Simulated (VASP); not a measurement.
Input of a VASP 6.6.1 run:

Contents of POSCAR:

```
CaF2
1.0
    0.0000000000      2.7194528021      2.7194528021
    2.7194528021      0.0000000000      2.7194528021
    2.7194528021      2.7194528021      0.0000000000
Ca F
1 2
Direct
    0.0000000000      0.0000000000      0.0000000000
    0.2500000000      0.2500000000      0.2500000000
    0.7500000000      0.7500000000      0.7500000000
```

The input INCAR.step1:

```
SYSTEM = CaF2
ALGO = Normal ; EDIFF = 1E-5
ENCUT = 660 ; GGA = PE
GGA_COMPAT = .False. ; ISMEAR = -1
LASPH = .True. ; LCHARG = .False.
LREAL = .False. ; LWAVE = .True.
NBANDS = 19 ; NELM = 120
PREC = Accurate ; SIGMA = 0.05
```

The input INCAR.step2:

```
SYSTEM = CaF2
ALGO = Normal ; EDIFF = 1E-6
ENCUT = 660 ; GGA_COMPAT = .False.
ISIF = 2 ; ISMEAR = -1
ISTART = 1 ; LASPH = .True.
LCHARG = .False. ; LMIXTAU = .True.
LREAL = .False. ; LWAVE = .False.
METAGGA = R2SCAN ; NBANDS = 19
NELM = 120 ; PREC = Accurate
SIGMA = 0.05
```

The input KPOINTS:

```
k-points
0
Gamma
  14 14 14
  0 0 0
```

Potentials or basis: VASP PAW PBE potentials, release 64 (Ca_sv, F).

The run is started by

```console
$ cat potpaw_PBE.64/Ca_sv/POTCAR potpaw_PBE.64/F/POTCAR > POTCAR
$ cp INCAR.step1 INCAR
$ mpirun -np 1 vasp_std > vasp.out
$ cp INCAR.step2 INCAR
$ mpirun -np 1 vasp_std > vasp.out
```

(1) Estimate the band gap on the k mesh.

(2) What does it give for the pressure?

## Answers

(1) 8.03 eV (least direct gap 8.29 eV).

(2) 0.4 GPa.

Caveat: the PAW data sets were made with another functional, which shifts forces and pressure a little.
